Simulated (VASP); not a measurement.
Sc, 4 atoms in the cell. Symmetry: P6_3/mmc, No. 194, hexagonal system. Conventional cell: a = 2.426 Å, b = 2.426 Å, c = 7.735 Å, α = 90.00°, β = 90.00°, γ = 120.00°. Sc (site symmetry -3m) has 12 Sc at 2.39 to 2.43 Å within 3.2 Å. Sc (site symmetry -6m2) has 12 Sc at 2.39 to 2.43 Å within 3.2 Å. 

```yaml
Program: VASP 6.6.1
Task: relaxation of shape and atoms at fixed volume
Functional: PBE
Potentials_or_basis: VASP PAW PBE potentials, release 64 (Sc_sv)
Cutoff: 600 eV
k_mesh: 12 × 12 × 4
Occupations: fermi-dirac, width 0.05 eV
Spin: no spin polarisation
Dipole_correction: no
Further_INCAR_settings: ALGO = Normal; EDIFF = 1e-06; IBRION = 2; EDIFFG = -0.005; NSW = 50; ISIF = 4
```

Potentials or basis: VASP PAW PBE potentials, release 64 (Sc_sv).

The run is started by

```bash
$ cat potpaw_PBE.64/Sc_sv/POTCAR > POTCAR
$ mpirun -np 1 vasp_std > vasp.out
```

Hardware: 1 thread of Intel Xeon 8259CL, on a shared host.

How long does it take, and how much memory?

It took 3.3 min on 1 thread of Intel Xeon 8259CL (shared host), peak memory 0.2 GiB. Counts: scf iterations 24, k points 57, ion steps 3.
